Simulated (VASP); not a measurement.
# Fe (P6_3/mmc) in VASP: single point with PBEsol

Aim: the single point of Fe with PBEsol.

All numbers are computed with VASP 6.6.1; they aren't measurements. Logs are shortened: lines on timing, memory, paths and dates and some standing lists are left out, and cuts for length are marked.

## 1. The cell of the first run

Symmetry: P6_3/mmc, No. 194, hexagonal system. Conventional cell: a = 2.347 Å, b = 2.347 Å, c = 3.797 Å, α = 90.00°, β = 90.00°, γ = 120.00°. Fe (site symmetry -6m2) has 12 Fe at 2.33 to 2.35 Å within 3.1 Å.

## 2. Single point, PBEsol, collinear spin, antiferromagnetic start

INCAR reads:

```
SYSTEM = Fe
ALGO = Normal ; EDIFF = 1E-6
ENCUT = 520 ; GGA = PS
ISIF = 2 ; ISMEAR = -1
ISPIN = 2 ; LASPH = .True.
LCHARG = .False. ; LMAXMIX = 4
LORBIT = 11 ; LREAL = .False.
LWAVE = .False. ; MAGMOM = 3 3 -3 -3
NBANDS = 28 ; NELM = 150
PREC = Accurate ; SIGMA = 0.1
```

KPOINTS reads:

```
k-points
0
Gamma
  7 11 7
  0 0 0
```

POSCAR reads:

```
Fe
1.0
    0.0000000000      0.0000000000      3.7970000000
    2.3470000000      0.0000000000      0.0000000000
    0.0000000000      4.0651232454      0.0000000000
Fe
4
Direct
    0.2500000000      1.0000000000      0.3333333334
    0.2500000000      0.5000000000      0.8333333334
    0.7500000000      0.5000000000      0.1666666666
    0.7500000000      0.0000000000      0.6666666666
```

Potentials or basis: VASP PAW PBE potentials, release 64 (Fe).

Started as:

```sh
> cat potpaw_PBE.64/Fe/POTCAR > POTCAR
> mpirun -np 1 vasp_std > vasp.out
```

OUTCAR:

```text
SYSTEM = Fe
   EDIFF = 1E-6
   ENCUT = 520
   GGA = PS
   ISIF = 2
   ISMEAR = -1
   ISPIN = 2
   LASPH = .True.
   LORBIT = 11
   LREAL = .False.
   NELM = 150
   PREC = Accurate

 ion  position               nearest neighbor table
   1  0.250  0.000  0.333-   4 2.33   4 2.33   3 2.33   3 2.33   3 2.33   3 2.33   2 2.35   2 2.35
                             2 2.35   2 2.35
   2  0.250  0.500  0.833-   3 2.33   3 2.33   4 2.33   4 2.33   4 2.33   4 2.33   1 2.35   1 2.35
                             1 2.35   1 2.35
   3  0.750  0.500  0.167-   2 2.33   2 2.33   1 2.33   1 2.33   1 2.33   1 2.33   4 2.35   4 2.35
                             4 2.35   4 2.35
   4  0.750  0.000  0.667-   1 2.33   1 2.33   2 2.33   2 2.33   2 2.33   2 2.33   3 2.35   3 2.35
                             3 2.35   3 2.35

  LATTYP: Found a simple orthorhombic cell.
 ALAT       =     2.3470000000
 B/A-ratio  =     1.6178099702
 C/A-ratio  =     1.7320508076

  Lattice vectors:

 A1 = (  -2.3470000000,   0.0000000000,   0.0000000000)
 A2 = (   0.0000000000,   0.0000000000,   3.7970000000)
 A3 = (   0.0000000000,   4.0651232454,   0.0000000000)

Analysis of symmetry for initial positions (statically):
=====================================================================
 Subroutine PRICEL returns following result:

  LATTYP: Found a hexagonal cell.
 ALAT       =     2.3470000000
 C/A-ratio  =     1.6178099702
[... 12 lines left out ...]
 Subroutine GETGRP returns: Found  8 space group operations
 (whereof  4 operations were pure point group operations)
 out of a pool of  8 trial point group operations.

The static configuration has the point symmetry C_2h.
 The point group associated with its full space group is D_2h.

Analysis of symmetry for dynamics (positions and initial velocities):
=====================================================================
 Subroutine PRICEL returns following result:

  LATTYP: Found a hexagonal cell.
 ALAT       =     2.3470000000
 C/A-ratio  =     1.6178099702
[... 12 lines left out ...]
 Subroutine GETGRP returns: Found  8 space group operations
 (whereof  4 operations were pure point group operations)
 out of a pool of  8 trial point group operations.

The dynamic configuration has the point symmetry C_2h.
 The point group associated with its full space group is D_2h.

Analysis of structural, dynamic, and magnetic symmetry:
=====================================================================
 Subroutine PRICEL returns following result:

  LATTYP: Found a hexagonal cell.
 ALAT       =     2.3470000000
 C/A-ratio  =     1.6178099702
[... 12 lines left out ...]
 Subroutine GETGRP returns: Found  8 space group operations
 (whereof  4 operations were pure point group operations)
[... 127 lines left out ...]
   LORBIT       =     11    0 simple, 1 ext, 2 COOP (PROOUT), +10 PAW based schemes
   GGA     = PS    functional components
   LHFCALC =     F    Hartree Fock is set to
   AEXX    =    0.0000 exact exchange contribution
   IVDW    =     0    specifies the selected vdW correction
   LEPSILON=     F    determine dielectric tensor
   LRPA    =     F    only Hartree local field effects (RPA)
 spin polarized calculation
  energy-cutoff  :      520.00
  volume of cell :       36.23
 maximum number of plane-waves:       989
   NGX = 15   NGY =  9   NGZ = 15

 number of electron      31.9999987 magnetization       0.0000000

 number of electron      31.9999987 magnetization      -0.0000000

 Free energy of the ion-electron system (eV)
  ---------------------------------------------------
  ext. energy  EPLUGINS =         0.00000000
  ---------------------------------------------------
  free energy    TOTEN  =       -35.53648612 eV

  energy without entropy =      -35.39320618  energy(sigma->0) =      -35.46484615

 E-fermi :   8.1626     XC(G=0): -14.6569

 val. band max:        8.1614214605   @ k =   0.2857   0.0909   0.2857
 cond. band min:       8.1674729657   @ k =   0.2857   0.2727   0.0000
 fundamental gap:      0.0060515052
 Fermi energy:         8.1625591655

 spin component 1

 k-point     1 :       0.0000    0.0000    0.0000
  band No.  band energies     occupation
      1      -1.4878      1.00000
      2       2.4513      1.00000
      3       2.8024      1.00000
      4       3.0910      1.00000
      5       3.2062      1.00000
      6       5.9527      1.00000
[... 733 lines left out ...]
     27      21.9809      0.00000
     28      22.0578      0.00000

 [... further k-points ...]

 spin component 2

 k-point     1 :       0.0000    0.0000    0.0000
  band No.  band energies     occupation
      1      -1.4878      1.00000
      2       2.4513      1.00000
      3       2.8024      1.00000
      4       3.0910      1.00000
      5       3.2062      1.00000
      6       5.9527      1.00000
[... 733 lines left out ...]
     27      21.9809      0.00000
     28      22.0578      0.00000

 [... further k-points ...]
[... 5 lines left out ...]
  --------------------------------------------------------------------------------------
  -------------------------------------------------------------------------------------
  Total        7.9833377      7.9644296      5.0616805      0.0000000      0.0000000      0.0000000
  in kB      353.0755776    352.2393396    223.8607255      0.0000000      0.0000000      0.0000000
  external PRESSURE =     309.7252142 kB  Pullay stress =       0.0000000 kB

 VOLUME and BASIS-vectors are now :
 -----------------------------------------------------------------------------
  energy-cutoff  :      520.00
  volume of cell :       36.23
      direct lattice vectors                 reciprocal lattice vectors
     0.000000000  0.000000000  3.797000000     0.000000000  0.000000000  0.263365815
     2.347000000  0.000000000  0.000000000     0.426075841  0.000000000  0.000000000
     0.000000000  4.065123245  0.000000000     0.000000000  0.245995002  0.000000000

 POSITION                                       TOTAL-FORCE (eV/Angst)
 -----------------------------------------------------------------------------------
      0.00000      1.35504      0.94925        -0.000000      0.011750      0.000000
      1.17350      3.38760      0.94925         0.000000      0.011750      0.000000
      1.17350      0.67752      2.84775        -0.000000     -0.011750     -0.000000
      0.00000      2.71008      2.84775        -0.000000     -0.011750     -0.000000
 -----------------------------------------------------------------------------------
    total drift:                               -0.000000      0.000000      0.000000

  FREE ENERGIE OF THE ION-ELECTRON SYSTEM (eV)
  ---------------------------------------------------
  free  energy   TOTEN  =       -35.5364861202 eV

  energy  without entropy=      -35.3932061763  energy(sigma->0) =      -35.46484615

 total charge

# of ion       s       p       d       tot
------------------------------------------
    1        0.603   0.773   6.476   7.852
    2        0.603   0.773   6.476   7.852
    3        0.603   0.773   6.476   7.852
    4        0.603   0.773   6.476   7.852
--------------------------------------------------
tot          2.413   3.092  25.905  31.410

 magnetization (x)

# of ion       s       p       d       tot
------------------------------------------
    1        0.000   0.000   0.000   0.001
    2        0.000   0.000   0.000   0.001
    3       -0.000  -0.000  -0.000  -0.001
    4       -0.000  -0.000  -0.000  -0.001
--------------------------------------------------
tot          0.000   0.000   0.000   0.000
```

It used 580 s of CPU time on 1 thread of AMD EPYC 7R13 Processor (Zen 3), on a shared host.

What came out:

```yaml
Free_energy: -35.5365 eV
Pressure: 31.0 GPa
Largest_force: 0.012 eV/Å
Band_gap_on_the_k_mesh: zero (filled and empty bands overlap)
Net_moment: 0.00 μB per cell
Valence_electrons_inside_the_program's_atomic_spheres: Fe 7.85
```

Forces on the atoms (eV/Å):
```
Fe   0.000  0.012  0.000
Fe   0.000  0.012  0.000
Fe   0.000 -0.012  0.000
Fe   0.000 -0.012  0.000
```

Stress tensor (GPa, compression positive):
```
35.31  0.00  0.00
 0.00 35.22  0.00
 0.00  0.00 22.39
```

Levels at points of the mesh, in eV from the Fermi level:
Spin up:
```
           k point  band 13  band 14  band 15  band 16  band 17  band 18  band 19  band 20
(0.00, 0.00, 0.00)    -1.43    -1.35    -0.87    -0.87     0.25     0.85     0.86     1.08
```
Spin down:
```
           k point  band 14  band 15  band 16  band 17  band 18  band 19
(0.00, 0.00, 0.00)    -1.35    -0.87    -0.87     0.25     0.85     0.86
```

Caveat: the starting moments collapsed, and a magnetic state may lie lower; the PAW data sets were made with another functional, which shifts forces and pressure a little.
